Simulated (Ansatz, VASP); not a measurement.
# Two plane-wave programs on Zn3PAu

```
CELL_PARAMETERS angstrom
4.19479 0.00000 0.00000
0.00000 4.19479 0.00000
0.00000 0.00000 4.19479
ATOMIC_POSITIONS crystal
Zn 0.00000 0.50000 0.50000
Zn 0.50000 0.00000 0.50000
Zn 0.50000 0.50000 0.00000
P 0.00000 0.00000 0.00000
Au 0.50000 0.50000 0.50000
```

Alike in both runs: task relaxation of cell and atoms; functional PBE; k mesh 4 × 4 × 4; occupations gaussian, width 0.1 eV; no spin polarisation.

```csv
,VASP,Ansatz
version,VASP 6.6.1,Ansatz 0.2.0
potentials or method,"VASP PAW PBE potentials, release 64 (Zn, P, Au), cutoff 600 eV","scalar-relativistic, plane waves, PAW"
valence electrons in the cell,52,60
```

VASP gave:

| Quantity | Value |
| --- | --- |
| gap on the k mesh at the Fermi level, each at its own relaxed structure (eV) | none |
| relaxed volume (Å³/atom) | 22.75 |
| relaxed length of the cell vector where the two differ most in proportion (Å) | 4.845 |

Task: What did Ansatz give for the same quantities?

Result: gap on the k mesh at the Fermi level, each at its own relaxed structure (eV): none; relaxed volume (Å³/atom): 22.71; relaxed length of the cell vector where the two differ most in proportion (Å): 4.843.

A gap of «none» marks a metal or a gap that the smearing closes. VASP's potentials hold 52 valence electrons a cell and Ansatz's 60, so a difference there can come from the potentials and not from the codes.

The k mesh is coarse, so the values compare programs but aren't converged. Neither program's run includes spin-orbit coupling. Noted on VASP's run: the volume moved by over 15 % at a fixed basis, so the end points are rough.
